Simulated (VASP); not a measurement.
Here is a VASP 6.6.1 calculation.

Contents of INCAR:

```
SYSTEM = GaN
ALGO = Normal
EDIFF = 1E-7
ENCUT = 520
GGA = PE
ISIF = 2
ISMEAR = 0
LASPH = .TRUE.
LCHARG = .FALSE.
LREAL = .FALSE.
LWAVE = .FALSE.
NBANDS = 26
NELM = 60
PREC = Accurate
SIGMA = 0.05
```

KPOINTS

```
k-points
0
G
  12 12 7
  0 0 0
```

Contents of POSCAR:

```
GaN
1.0
    3.1889304035      0.0000000000      0.0000000000
   -1.5944652018      2.7616947404      0.0000000000
    0.0000000000      0.0000000000      5.1923572500
Ga N
2 2
Direct
    0.6666666700      0.3333333300      0.4990837100
    0.3333333300      0.6666666700      0.9990837100
    0.6666666700      0.3333333300      0.8759162900
    0.3333333300      0.6666666700      0.3759162900
```

Potentials or basis: VASP PAW PBE potentials, release 64 (Ga_d, N).

The run is started by

```console
$ cat potpaw_PBE.64/Ga_d/POTCAR potpaw_PBE.64/N/POTCAR > POTCAR
$ mpirun -np 1 vasp_std > vasp.out
```

(1) Predict the largest force.

(2) What does it give for the band gap on the k mesh?

(3) Estimate the pressure.

## Answers

(1) 0.006 eV/Å.

(2) 1.91 eV, direct.

(3) 5.2 GPa.
